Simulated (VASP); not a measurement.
# LiH (F-43m) in VASP: a series of runs, part 2 of 3

VASP 6.6.1. The steps go on from the part before.

### 5 Single point, r2SCAN

The input, POSCAR:

```
LiH
1.0
    0.0000000000      2.1451220099      2.1451220099
    2.1451220099      0.0000000000      2.1451220099
    2.1451220099      2.1451220099      0.0000000000
Li H
1 1
Direct
    0.0000000000      0.0000000000      0.0000000000
    0.2500000000      0.2500000000      0.2500000000
```

The input, INCAR.step1:

```
PREC = Accurate
ENCUT = 830
ISMEAR = 0
SIGMA = 0.01
LREAL = False
LASPH = True
NELM = 120
NBANDS = 9
GGA = PE
ALGO = Normal
EDIFF = 1E-5
LWAVE = True
LCHARG = False
GGA_COMPAT = False
```

The input, INCAR.step2:

```
PREC = Accurate
ENCUT = 830
EDIFF = 1E-6
ISMEAR = 0
SIGMA = 0.01
LREAL = False
LASPH = True
NELM = 120
ALGO = Normal
ISIF = 2
LWAVE = False
LCHARG = True
METAGGA = R2SCAN
LMIXTAU = True
LELF = True
LVHAR = True
NBANDS = 9
ISTART = 1
GGA_COMPAT = False
```

The input, KPOINTS:

```
Automatic mesh
0
Gamma
  8 8 8
```

Potentials or basis: VASP PAW PBE potentials, release 64 (Li_sv, H).

Command:

```
> cat potpaw_PBE.64/Li_sv/POTCAR potpaw_PBE.64/H/POTCAR > POTCAR
> cp INCAR.step1 INCAR
> mpirun -np 1 vasp_std > vasp.out
> cp INCAR.step2 INCAR
> mpirun -np 1 vasp_std > vasp.out
```

OUTCAR:

```text
PREC = Accurate
   ENCUT = 830
   EDIFF = 1E-6
   ISMEAR = 0
   LREAL = False
   LASPH = True
   NELM = 120
   ISIF = 2
   METAGGA = R2SCAN
   ISTART = 1

 ion  position               nearest neighbor table
   1  0.000  0.000  0.000-
   2  0.250  0.250  0.250-

  LATTYP: Found a face centered cubic cell.
 ALAT       =     4.2902440198

  Lattice vectors:

 A1 = (   0.0000000000,   2.1451220099,   2.1451220099)
 A2 = (   2.1451220099,   0.0000000000,   2.1451220099)
 A3 = (   2.1451220099,   2.1451220099,   0.0000000000)

Analysis of symmetry for initial positions (statically):
=====================================================================
 Subroutine PRICEL returns:
 Original cell was already a primitive cell.

 Routine SETGRP: Setting up the symmetry group for a
 face centered cubic supercell.

 Subroutine GETGRP returns: Found 24 space group operations
 (whereof 24 operations were pure point group operations)
 out of a pool of 48 trial point group operations.

The static configuration has the point symmetry T_d .

Analysis of symmetry for dynamics (positions and initial velocities):
=====================================================================
 Subroutine PRICEL returns:
 Original cell was already a primitive cell.

 Routine SETGRP: Setting up the symmetry group for a
 face centered cubic supercell.

 Subroutine GETGRP returns: Found 24 space group operations
 (whereof 24 operations were pure point group operations)
 out of a pool of 48 trial point group operations.

The dynamic configuration has the point symmetry T_d .

 Subroutine INISYM returns: Found 24 space group operations
 (whereof 24 operations are pure point group operations),
 and found     1 'primitive' translations

----------------------------------------------------------------------------------------

                                     Primitive cell

  volume of cell :      19.7418

  direct lattice vectors                    reciprocal lattice vectors
     0.000000000  2.145122010  2.145122010    -0.233086975  0.233086975  0.233086975
     2.145122010  0.000000000  2.145122010     0.233086975 -0.233086975  0.233086975
     2.145122010  2.145122010  0.000000000     0.233086975  0.233086975 -0.233086975

  length of vectors
     3.033660639  3.033660639  3.033660639     0.403718483  0.403718483  0.403718483

  position of ions in fractional coordinates (direct lattice)
     0.000000000  0.000000000  0.000000000
     0.250000000  0.250000000  0.250000000

  ion indices of the primitive-cell ions
   primitive index   ion index
                 1           1
                 2           2

----------------------------------------------------------------------------------------

 KPOINTS: Automatic mesh

Automatic generation of k-mesh.
 Grid dimensions read from file:
 generate k-points for:    8    8    8

 Generating k-lattice:

  Cartesian coordinates                     Fractional coordinates (reciprocal lattice)
    -0.029135872  0.029135872  0.029135872     0.125000000  0.000000000  0.000000000
     0.029135872 -0.029135872  0.029135872     0.000000000  0.125000000  0.000000000
     0.029135872  0.029135872 -0.029135872     0.000000000  0.000000000  0.125000000

  Length of vectors
     0.050464810  0.050464810  0.050464810

  Shift w.r.t. Gamma in fractional coordinates (k-lattice)
     0.000000000  0.000000000  0.000000000

 Subroutine IBZKPT returns following result:
 ===========================================

 Found     29 irreducible k-points:

 Following reciprocal coordinates:
            Coordinates               Weight
  0.000000  0.000000  0.000000      1.000000
  0.125000  0.000000  0.000000      8.000000
  0.250000  0.000000  0.000000      8.000000
  0.375000  0.000000  0.000000      8.000000
  0.500000  0.000000  0.000000      4.000000
  0.125000  0.125000  0.000000      6.000000
[... 16 lines left out ...]
  0.500000  0.250000  0.125000     48.000000
 -0.375000  0.250000  0.125000     24.000000
 [... further k-points ...]
   k-points           NKPTS =     29   k-points in BZ     NKDIM =     29   number of bands    NBANDS=      9
   number of dos      NEDOS =    301   number of ions     NIONS =      2
   total plane-waves  NPLWV =  27000
   dimension x,y,z NGX =    30 NGY =   30 NGZ =   30
   dimension x,y,z NGXF=    60 NGYF=   60 NGZF=   60
   ions per type =               1   1
   NGX,Y,Z   is equivalent  to a cutoff of  16.44, 16.44, 16.44 a.u.
   NGXF,Y,Z  is equivalent  to a cutoff of  32.88, 32.88, 32.88 a.u.
 SYSTEM =  unknown system
   PREC   = accura    normal or accurate (medium, high low for compatibility)
   ISTART =      1    job   : 0-new  1-cont  2-samecut
   ICHARG =      0    charge: 1-file 2-atom 10-const
   ISPIN  =      1    spin polarized calculation?
   LNONCOLLINEAR =      F non collinear calculations
   LSORBIT =      F    spin-orbit coupling
   LASPH  =      T    aspherical Exc in radial PAW
   ENCUT  =  830.0 eV  61.00 Ry    7.81 a.u.   7.13  7.13  7.13*2*pi/ulx,y,z
   NELM   =    120;   NELMIN=  2; NELMDL=  0     # of ELM steps
   EDIFF  = 0.1E-05   stopping-criterion for ELM
   LREAL  =      F    real-space projection
   EDIFFG = 0.1E-04   stopping-criterion for IOM
   NSW    =      0    number of steps for IOM
   IBRION =     -1    ionic relax: 0-MD 1-quasi-New 2-CG
   NFREE  =      0    steps in history (QN), initial steepest desc. (CG)
   ISIF   =      2    stress and relaxation
   ISYM   =      2    0-nonsym 1-usesym 2-fastsym
   POTIM  = 0.5000    time-step for ionic-motion
   TEBEG  =    0.0;   TEEND  =   0.0 temperature during run
   PSTRESS=    0.0 pullay stress
   NELECT =       4.0000    total number of electrons
   NUPDOWN=      -1.0000    fix difference up-down
   EMIN   =  10.00;   EMAX   =-10.00  energy-range for DOS
   EFERMI =   0.00;   METHOD = LEGACY
   ISMEAR =     0;   SIGMA  =   0.01  broadening in eV -4-tet -1-fermi 0-gaus
   EFERMI_NEDOS =   21; number of points for ismear=-14 and -15
   IALGO  =     38    algorithm
   IMIX   =      4    mixing-type and parameters
     AMIX     =   0.40;   BMIX     =  1.00
     AMIX_MAG =   1.60;   BMIX_MAG =  1.00
  volume/ion in A,a.u.               =       9.87        66.61
  Fermi-wavevector in a.u.,A,eV,Ry     =   0.961537  1.817042 12.579322  0.924554
  Thomas-Fermi vector in A             =   2.090918
   LORBIT       =      0    0 simple, 1 ext, 2 COOP (PROOUT), +10 PAW based schemes
   METAGGA = R2SCAN    functional components
   LHFCALC =     F    Hartree Fock is set to
   AEXX    =    0.0000 exact exchange contribution
   IVDW    =     0    specifies the selected vdW correction
   LEPSILON=     F    determine dielectric tensor
   LRPA    =     F    only Hartree local field effects (RPA)
 non-spin polarized calculation
 Gauss-broadening in eV      SIGMA  =   0.01
  energy-cutoff  :      830.00
  volume of cell :       19.74
 maximum number of plane-waves:      1090
 NGX is ok and might be reduce to    30
   NGX = 15   NGY = 15   NGZ = 15

 number of electron       4.0000001 magnetization

 Free energy of the ion-electron system (eV)
  ---------------------------------------------------
  ext. energy  EPLUGINS =         0.00000000
  ---------------------------------------------------
  free energy    TOTEN  =        -6.71122449 eV

  energy without entropy =       -6.71122449  energy(sigma->0) =       -6.71122449

 E-fermi :  -1.6972     XC(G=0):  -7.9600

 val. band max:       -1.9507774117   @ k =  -0.2500   0.5000   0.2500
 cond. band min:       2.8339171830   @ k =   0.5000   0.0000   0.0000
 fundamental gap:      4.7846945947
 Fermi energy:        -1.6971971029

 k-point     1 :       0.0000    0.0000    0.0000
  band No.  band energies     occupation
      1     -46.6722      2.00000
      2      -5.6367      2.00000
      3      12.1651      0.00000
      4      16.9022      0.00000
      5      16.9022      0.00000
      6      16.9022      0.00000
      7      18.5698      0.00000
      8      18.5698      0.00000
      9      18.5698      0.00000

 k-point     2 :       0.1250    0.0000    0.0000
  band No.  band energies     occupation
      1     -46.6689      2.00000
      2      -5.3880      2.00000
      3      10.5200      0.00000
      4      15.1634      0.00000
      5      15.8510      0.00000
      6      15.8510      0.00000
      7      20.0025      0.00000
      8      20.0025      0.00000
      9      22.6379      0.00000
[... 253 lines left out ...]
 k-point    24 :      -0.3750    0.2500    0.1250
  band No.  band energies     occupation
      1     -46.6460      2.00000
      2      -2.5273      2.00000
      3       3.3652      0.00000
      4       9.5013      0.00000
      5      11.4948      0.00000
      6      15.9529      0.00000
      7      19.3839      0.00000
      8      22.9004      0.00000
      9      25.2473      0.00000

 [... further k-points ...]
[... 5 lines left out ...]
  --------------------------------------------------------------------------------------
  -------------------------------------------------------------------------------------
  Total       -0.0131746     -0.0131746     -0.0131746     -0.0000000      0.0000000      0.0000000
  in kB       -1.0692114     -1.0692114     -1.0692114     -0.0000000      0.0000000      0.0000000
  external PRESSURE =      -1.0692114 kB  Pullay stress =       0.0000000 kB

 VOLUME and BASIS-vectors are now :
 -----------------------------------------------------------------------------
  energy-cutoff  :      830.00
  volume of cell :       19.74
      direct lattice vectors                 reciprocal lattice vectors
     0.000000000  2.145122010  2.145122010    -0.233086975  0.233086975  0.233086975
     2.145122010  0.000000000  2.145122010     0.233086975 -0.233086975  0.233086975
     2.145122010  2.145122010  0.000000000     0.233086975  0.233086975 -0.233086975

 POSITION                                       TOTAL-FORCE (eV/Angst)
 -----------------------------------------------------------------------------------
      0.00000      0.00000      0.00000        -0.000000     -0.000000     -0.000000
      1.07256      1.07256      1.07256         0.000000      0.000000      0.000000
 -----------------------------------------------------------------------------------
    total drift:                                0.000000      0.000000      0.000000

  FREE ENERGIE OF THE ION-ELECTRON SYSTEM (eV)
  ---------------------------------------------------
  free  energy   TOTEN  =        -6.7112244890 eV

  energy  without entropy=       -6.7112244890  energy(sigma->0) =       -6.71122449
```

OUTCAR.step1:

```text
PREC = Accurate
   ENCUT = 830
   ISMEAR = 0
   LREAL = False
   LASPH = True
[... 510 lines left out ...]
      0.00000      0.00000      0.00000         0.000000      0.000000      0.000000
      1.07256      1.07256      1.07256        -0.000000     -0.000000     -0.000000
 -----------------------------------------------------------------------------------
    total drift:                               -0.000000     -0.000000     -0.000000

  FREE ENERGIE OF THE ION-ELECTRON SYSTEM (eV)
  ---------------------------------------------------
  free  energy   TOTEN  =        -6.0306046602 eV

  energy  without entropy=       -6.0306046602  energy(sigma->0) =       -6.03060466
```

Wall time 1.9 min (1 thread of Intel Xeon 8259CL, shared host); peak memory 0.16 GiB.

What came out:

```
Free energy            : -6.7112 eV
Pressure               : -0.1 GPa
Band gap on the k mesh : 4.78 eV, indirect (least direct gap 5.85 eV)
```

Caveat: the PAW data sets were made with another functional, which shifts forces and pressure a little.

(Continued in part 3 of 3.)
